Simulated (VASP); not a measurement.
A run of VASP 6.6.1 is set up as follows.

The input INCAR:

```
ALGO = Normal
EDIFF = 1E-6
ENCUT = 500
GGA = PE
GGA_COMPAT = F
ISIF = 2
ISMEAR = 0
LASPH = T
LCHARG = F
LREAL = F
LWAVE = F
NBANDS = 14
NELM = 120
PREC = Accurate
SIGMA = 0.01
```

The input KPOINTS:

```
k-points
0
Gamma
  4 4 4
```

The input POSCAR:

```
NaCl
1.0
    0.0000000000      2.4309408900      2.4309408900
    2.4309408900      0.0000000000      2.4309408900
    2.4309408900      2.4309408900      0.0000000000
Na Cl
1 1
Direct
    0.0000000000      0.0000000000      0.0000000000
    0.5000000000      0.5000000000      0.5000000000
```

Potentials or basis: VASP PAW PBE potentials, release 64 (Na_pv, Cl).

Launch:

```sh
$ cat potpaw_PBE.64/Na_pv/POTCAR potpaw_PBE.64/Cl/POTCAR > POTCAR
$ mpirun -np 1 vasp_std > vasp.out
```

**Question.** Estimate the pressure.

**Answer.** 34.1 GPa.

**Question.** Estimate the band gap on the k mesh.

**Answer.** 7.13 eV, indirect (least direct gap 7.51 eV).

Caveat: the k points lie up to 0.56 Å⁻¹ apart. A k mesh can miss the band edges.
